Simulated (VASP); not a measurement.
# TiH (P6_3/mmc) in VASP: a series of runs

Runs on TiH. Level: r2SCAN. Tasks: single point.

Everything below comes from runs of VASP 6.6.1. Logs are shortened: lines on timing, memory, paths and dates and some standing lists are left out, and cuts for length are marked.

## 1. The cell of the first run

The structure is hexagonal, space group P6_3/mmc (No. 194). Conventional cell: a = 2.878 Å, b = 2.878 Å, c = 5.263 Å, α = 90.00°, β = 90.00°, γ = 120.00°. Ti (site symmetry -3m) has 6 H at 2.12 Å and 2 Ti at 2.63 Å within 2.8 Å. Within 2.8 Å of H (site symmetry -6m2) lie 6 Ti at 2.12 Å.

## 2. Single point, r2SCAN

POSCAR

```
TiH
1.0
    2.8775820000      0.0000000000      0.0000000000
   -1.4387910000      2.4920591135      0.0000000000
    0.0000000000      0.0000000000      5.2632940000
Ti H
2 2
Direct
    0.0000000000      0.0000000000      0.0000000000
    0.0000000000      0.0000000000      0.5000000000
    0.6666666667      0.3333333333      0.7500000000
    0.3333333333      0.6666666667      0.2500000000
```

INCAR.step1

```
SYSTEM = TiH
PREC = Accurate ; ENCUT = 520
ISMEAR = 1 ; SIGMA = 0.1
LREAL = .False. ; LASPH = .True.
NELM = 60 ; NBANDS = 21
GGA = PE ; ALGO = Normal
EDIFF = 1E-4 ; LWAVE = .True.
LCHARG = .False.
```

INCAR.step2

```
SYSTEM = TiH
PREC = Accurate ; ENCUT = 520
EDIFF = 1E-6 ; ISMEAR = 1
SIGMA = 0.1 ; LREAL = .False.
LASPH = .True. ; NELM = 60
ALGO = Normal ; ISIF = 2
LWAVE = .False. ; LCHARG = .False.
METAGGA = R2SCAN ; LMIXTAU = .True.
NBANDS = 21 ; ISTART = 1
```

KPOINTS

```
Automatic mesh
0
Gamma
  6 6 3
  0 0 0
```

Potentials or basis: VASP PAW PBE potentials, release 64 (Ti_sv, H).

On the command line:

```
$ cat potpaw_PBE.64/Ti_sv/POTCAR potpaw_PBE.64/H/POTCAR > POTCAR
$ cp INCAR.step1 INCAR
$ mpirun -np 1 vasp_std > vasp.out
$ cp INCAR.step2 INCAR
$ mpirun -np 1 vasp_std > vasp.out
```

OUTCAR:

```text
SYSTEM = TiH
   PREC = Accurate
   ENCUT = 520
   EDIFF = 1E-6
   ISMEAR = 1
   LREAL = .False.
   LASPH = .True.
   NELM = 60
   ISIF = 2
   METAGGA = R2SCAN
   ISTART = 1

 ion  position               nearest neighbor table
   1  0.000  0.000  0.000-   2 2.63   2 2.63
   2  0.000  0.000  0.500-   1 2.63   1 2.63
   3  0.667  0.333  0.750-
   4  0.333  0.667  0.250-

  LATTYP: Found a hexagonal cell.
 ALAT       =     2.8775820000
 C/A-ratio  =     1.8290682941

  Lattice vectors:

 A1 = (   2.8775820000,   0.0000000000,   0.0000000000)
 A2 = (  -1.4387910000,   2.4920591135,   0.0000000000)
 A3 = (   0.0000000000,   0.0000000000,   5.2632940000)

Analysis of symmetry for initial positions (statically):
=====================================================================
 Subroutine PRICEL returns:
 Original cell was already a primitive cell.

 Routine SETGRP: Setting up the symmetry group for a
 hexagonal supercell.

 Subroutine GETGRP returns: Found 24 space group operations
 (whereof 12 operations were pure point group operations)
 out of a pool of 24 trial point group operations.

The static configuration has the point symmetry D_3d.
 The point group associated with its full space group is D_6h.

Analysis of symmetry for dynamics (positions and initial velocities):
=====================================================================
 Subroutine PRICEL returns:
 Original cell was already a primitive cell.

 Routine SETGRP: Setting up the symmetry group for a
 hexagonal supercell.

 Subroutine GETGRP returns: Found 24 space group operations
 (whereof 12 operations were pure point group operations)
 out of a pool of 24 trial point group operations.

The dynamic configuration has the point symmetry D_3d.
 The point group associated with its full space group is D_6h.

 Subroutine INISYM returns: Found 24 space group operations
 (whereof 12 operations are pure point group operations),
 and found     1 'primitive' translations

----------------------------------------------------------------------------------------

                                     Primitive cell

  volume of cell :      37.7436

  direct lattice vectors                    reciprocal lattice vectors
     2.877582000  0.000000000  0.000000000     0.347513989  0.200637295  0.000000000
    -1.438791000  2.492059113  0.000000000     0.000000000  0.401274590  0.000000000
     0.000000000  0.000000000  5.263294000     0.000000000  0.000000000  0.189995087

  length of vectors
     2.877582000  2.877582000  5.263294000     0.401274590  0.401274590  0.189995087

  position of ions in fractional coordinates (direct lattice)
     0.000000000  0.000000000  0.000000000
     0.000000000  0.000000000  0.500000000
     0.666666667  0.333333333  0.750000000
     0.333333333  0.666666667  0.250000000

  ion indices of the primitive-cell ions
   primitive index   ion index
                 1           1
                 2           2
                 3           3
                 4           4

----------------------------------------------------------------------------------------

 KPOINTS: Automatic mesh

Automatic generation of k-mesh.
 Grid dimensions read from file:
 generate k-points for:    6    6    3

 Generating k-lattice:

  Cartesian coordinates                     Fractional coordinates (reciprocal lattice)
     0.057918998  0.033439549  0.000000000     0.166666667 -0.000000000  0.000000000
     0.000000000  0.066879098  0.000000000     0.000000000  0.166666667  0.000000000
     0.000000000  0.000000000  0.063331696     0.000000000  0.000000000  0.333333333

  Length of vectors
     0.066879098  0.066879098  0.063331696

  Shift w.r.t. Gamma in fractional coordinates (k-lattice)
     0.000000000  0.000000000  0.000000000

 Subroutine IBZKPT returns following result:
 ===========================================

 Found     14 irreducible k-points:

 Following reciprocal coordinates:
            Coordinates               Weight
  0.000000  0.000000  0.000000      1.000000
  0.166667  0.000000  0.000000      6.000000
  0.333333  0.000000  0.000000      6.000000
  0.500000  0.000000  0.000000      3.000000
  0.166667  0.166667  0.000000      6.000000
  0.333333  0.166667  0.000000     12.000000
  0.333333  0.333333  0.000000      2.000000
  0.000000  0.000000  0.333333      2.000000
  0.166667  0.000000  0.333333     12.000000
  0.333333  0.000000  0.333333     12.000000
  0.500000  0.000000  0.333333      6.000000
  0.166667  0.166667  0.333333     12.000000
  0.333333  0.166667  0.333333     24.000000
  0.333333  0.333333  0.333333      4.000000
   k-points           NKPTS =     14   k-points in BZ     NKDIM =     14   number of bands    NBANDS=     21
   number of dos      NEDOS =    301   number of ions     NIONS =      4
   total plane-waves  NPLWV =  23040
   dimension x,y,z NGX =    24 NGY =   24 NGZ =   40
   dimension x,y,z NGXF=    48 NGYF=   48 NGZF=   80
   ions per type =               2   2
   NGX,Y,Z   is equivalent  to a cutoff of  13.87, 13.87, 12.63 a.u.
   NGXF,Y,Z  is equivalent  to a cutoff of  27.73, 27.73, 25.27 a.u.
 SYSTEM =  TiH
   PREC   = accura    normal or accurate (medium, high low for compatibility)
   ISTART =      1    job   : 0-new  1-cont  2-samecut
   ICHARG =      0    charge: 1-file 2-atom 10-const
   ISPIN  =      1    spin polarized calculation?
   LNONCOLLINEAR =      F non collinear calculations
   LSORBIT =      F    spin-orbit coupling
   LASPH  =      T    aspherical Exc in radial PAW
   ENCUT  =  520.0 eV  38.22 Ry    6.18 a.u.   5.35  5.35  9.79*2*pi/ulx,y,z
   NELM   =     60;   NELMIN=  2; NELMDL=  0     # of ELM steps
   EDIFF  = 0.1E-05   stopping-criterion for ELM
   LREAL  =      F    real-space projection
   EDIFFG = 0.1E-04   stopping-criterion for IOM
   NSW    =      0    number of steps for IOM
   IBRION =     -1    ionic relax: 0-MD 1-quasi-New 2-CG
   NFREE  =      0    steps in history (QN), initial steepest desc. (CG)
   ISIF   =      2    stress and relaxation
   ISYM   =      2    0-nonsym 1-usesym 2-fastsym
   POTIM  = 0.5000    time-step for ionic-motion
   TEBEG  =    0.0;   TEEND  =   0.0 temperature during run
   PSTRESS=    0.0 pullay stress
   NELECT =      26.0000    total number of electrons
   NUPDOWN=      -1.0000    fix difference up-down
   EMIN   =  10.00;   EMAX   =-10.00  energy-range for DOS
   EFERMI =   0.00;   METHOD = LEGACY
   ISMEAR =     1;   SIGMA  =   0.10  broadening in eV -4-tet -1-fermi 0-gaus
   EFERMI_NEDOS =   21; number of points for ismear=-14 and -15
   IALGO  =     38    algorithm
   IMIX   =      4    mixing-type and parameters
     AMIX     =   0.40;   BMIX     =  1.00
     AMIX_MAG =   1.60;   BMIX_MAG =  1.00
  volume/ion in A,a.u.               =       9.44        63.68
  Fermi-wavevector in a.u.,A,eV,Ry     =   1.445833  2.732228 28.442058  2.090432
  Thomas-Fermi vector in A             =   2.563970
   LORBIT       =      0    0 simple, 1 ext, 2 COOP (PROOUT), +10 PAW based schemes
   METAGGA = R2SCAN    functional components
   LHFCALC =     F    Hartree Fock is set to
   AEXX    =    0.0000 exact exchange contribution
   IVDW    =     0    specifies the selected vdW correction
   LEPSILON=     F    determine dielectric tensor
   LRPA    =     F    only Hartree local field effects (RPA)
 non-spin polarized calculation
 Methfessel and Paxton  Order N= 1 SIGMA  =   0.10
  energy-cutoff  :      520.00
  volume of cell :       37.74
 maximum number of plane-waves:      1051
 NGX is ok and might be reduce to    24
   NGX = 11   NGY = 11   NGZ = 19

 number of electron      25.9999992 magnetization

 Free energy of the ion-electron system (eV)
  ---------------------------------------------------
  ext. energy  EPLUGINS =         0.00000000
  ---------------------------------------------------
  free energy    TOTEN  =       -33.50317727 eV

  energy without entropy =      -33.49976784  energy(sigma->0) =      -33.50204079

 E-fermi :   8.4319     XC(G=0): -12.5622

 val. band max:        8.4252284161   @ k =   0.1667   0.1667   0.3333
 cond. band min:       8.6137336379   @ k =   0.1667   0.0000   0.3333
 fundamental gap:      0.1885052219
 Fermi energy:         8.4319250876

 k-point     1 :       0.0000    0.0000    0.0000
  band No.  band energies     occupation
      1     -50.4327      2.00000
      2     -50.2938      2.00000
      3     -26.0506      2.00000
      4     -25.3850      2.00000
      5     -25.3849      2.00000
      6     -25.2997      2.00000
[... 13 lines left out ...]
     20      12.5782      0.00000
     21      15.6431      0.00000

 k-point     2 :       0.1667    0.0000    0.0000
  band No.  band energies     occupation
      1     -50.4067      2.00000
      2     -50.2696      2.00000
      3     -26.0139      2.00000
      4     -25.5525      2.00000
      5     -25.4483      2.00000
      6     -25.4213      2.00000
[... 13 lines left out ...]
     20      12.4954      0.00000
     21      15.5682      0.00000

 k-point     3 :       0.3333    0.0000    0.0000
  band No.  band energies     occupation
      1     -50.3541      2.00000
      2     -50.2210      2.00000
      3     -25.9403      2.00000
      4     -25.8774      2.00000
      5     -25.7390      2.00000
      6     -25.4930      2.00000
[... 13 lines left out ...]
     20      12.3337      0.00000
     21      15.1016      0.00000
[... 217 lines left out ...]
 k-point    13 :       0.3333    0.1667    0.3333
  band No.  band energies     occupation
      1     -50.2952      2.00000
      2     -50.2297      2.00000
      3     -25.9164      2.00000
      4     -25.8441      2.00000
      5     -25.6864      2.00000
      6     -25.5905      2.00000
[... 13 lines left out ...]
     20      13.3320      0.00000
     21      15.2869      0.00000

 k-point    14 :       0.3333    0.3333    0.3333
  band No.  band energies     occupation
      1     -50.2822      2.00000
      2     -50.2172      2.00000
      3     -25.8030      2.00000
      4     -25.8030      2.00000
      5     -25.7371      2.00000
      6     -25.7371      2.00000
[... 13 lines left out ...]
     20      13.8557      0.00000
     21      15.4119      0.00000

------------------------ aborting loop because EDIFF is reached ----------------------------------------

  FORCE on cell =-STRESS in cart. coord.  units (eV):
  Direction    XX          YY          ZZ          XY          YZ          ZX
  --------------------------------------------------------------------------------------
  -------------------------------------------------------------------------------------
  Total       -0.0448030     -0.0448030     -0.2652369      0.0000000      0.0000000      0.0000000
  in kB       -1.9018390     -1.9018390    -11.2590252      0.0000000      0.0000000      0.0000000
  external PRESSURE =      -5.0209011 kB  Pullay stress =       0.0000000 kB

 VOLUME and BASIS-vectors are now :
 -----------------------------------------------------------------------------
  energy-cutoff  :      520.00
  volume of cell :       37.74
      direct lattice vectors                 reciprocal lattice vectors
     2.877582000  0.000000000  0.000000000     0.347513989  0.200637295  0.000000000
    -1.438791000  2.492059113  0.000000000     0.000000000  0.401274590  0.000000000
     0.000000000  0.000000000  5.263294000     0.000000000  0.000000000  0.189995087

 POSITION                                       TOTAL-FORCE (eV/Angst)
 -----------------------------------------------------------------------------------
      0.00000      0.00000      0.00000        -0.000000      0.000000     -0.000000
      0.00000      0.00000      2.63165        -0.000000      0.000000     -0.000000
      1.43879      0.83069      3.94747        -0.000000      0.000000      0.000000
     -0.00000      1.66137      1.31582         0.000000     -0.000000      0.000000
 -----------------------------------------------------------------------------------
    total drift:                               -0.000000      0.000000      0.000000

  FREE ENERGIE OF THE ION-ELECTRON SYSTEM (eV)
  ---------------------------------------------------
  free  energy   TOTEN  =       -33.5031772659 eV

  energy  without entropy=      -33.4997678411  energy(sigma->0) =      -33.50204079
```

It took 91 s on 1 thread of AMD EPYC 7R13, shared host; peak memory 0.14 GiB.

What came out:

| Item | Value |
| --- | --- |
| Free energy | -33.5032 eV |
| Pressure | -0.5 GPa |
| Band gap on the k mesh | zero (band 13 reaches 9.36 eV, above the bottom of band 14 at 8.25 eV) |

Levels at points of the mesh, in eV from the Fermi level:
```csv
k point,band 11,band 12,band 13,band 14,band 15,band 16
"(0.00, 0.00, 0.00)",-2.71,-1.58,0.76,0.76,1.48,1.48
"(0.50, 0.00, 0.00)",-3.03,-1.16,-1.03,1.13,2.42,3.13
```

Caveat: the k points lie up to 0.42 Å⁻¹ apart; the PAW data sets were made with another functional, which shifts forces and pressure a little.

## 3. Single point, r2SCAN

POSCAR is that of step 2.

INCAR.step1

```
SYSTEM = TiH
PREC = Accurate
ENCUT = 520
ISMEAR = 1
SIGMA = 0.1
LREAL = .FALSE.
LASPH = .TRUE.
NELM = 100
NBANDS = 21
GGA = PE
ALGO = Normal
EDIFF = 1E-4
LWAVE = .TRUE.
LCHARG = .FALSE.
```

INCAR.step2

```
SYSTEM = TiH
PREC = Accurate
ENCUT = 520
EDIFF = 1E-7
ISMEAR = 1
SIGMA = 0.1
LREAL = .FALSE.
LASPH = .TRUE.
NELM = 100
ALGO = Normal
ISIF = 2
LWAVE = .FALSE.
LCHARG = .TRUE.
METAGGA = R2SCAN
LMIXTAU = .TRUE.
LELF = .TRUE.
LVHAR = .TRUE.
NBANDS = 21
ISTART = 1
```

KPOINTS

```
regular mesh
0
G
  7 7 4
  0 0 0
```

Potentials or basis: VASP PAW PBE potentials, release 64 (Ti_sv, H).

On the command line:

```
$ cat potpaw_PBE.64/Ti_sv/POTCAR potpaw_PBE.64/H/POTCAR > POTCAR
$ cp INCAR.step1 INCAR
$ mpirun -np 1 vasp_std > vasp.out
$ cp INCAR.step2 INCAR
$ mpirun -np 1 vasp_std > vasp.out
```

Run time: 2.8 min. Hardware: 1 thread of AMD EPYC 7R13, shared host; peak memory 0.14 GiB.

It converged, with:

```yaml
Free_energy: -33.5247 eV
Pressure: -2.6 GPa
Band_gap_on_the_k_mesh: zero (band 13 reaches 9.60 eV, above the bottom of band 14 at 8.33 eV)
```

Stress tensor (GPa, compression positive):
```
-1.98  0.00  0.00
 0.00 -1.98  0.00
 0.00  0.00 -3.82
```

Levels at points of the mesh, in eV from the Fermi level:
```tsv
k point	band 9	band 10	band 11	band 12	band 13	band 14	band 15	band 16	band 17	band 18
(0.00, 0.00, 0.00)	-10.23	-6.47	-3.10	-2.05	0.40	0.40	1.12	1.12	1.59	1.59
(0.00, 0.00, 0.50)	-8.82	-8.82	-1.58	-1.58	0.74	0.74	0.74	0.74	2.52	2.52
```

Caveat: the k points lie up to 0.36 Å⁻¹ apart; the PAW data sets were made with another functional, which shifts forces and pressure a little.

(Part 1 of 2 ends here.)
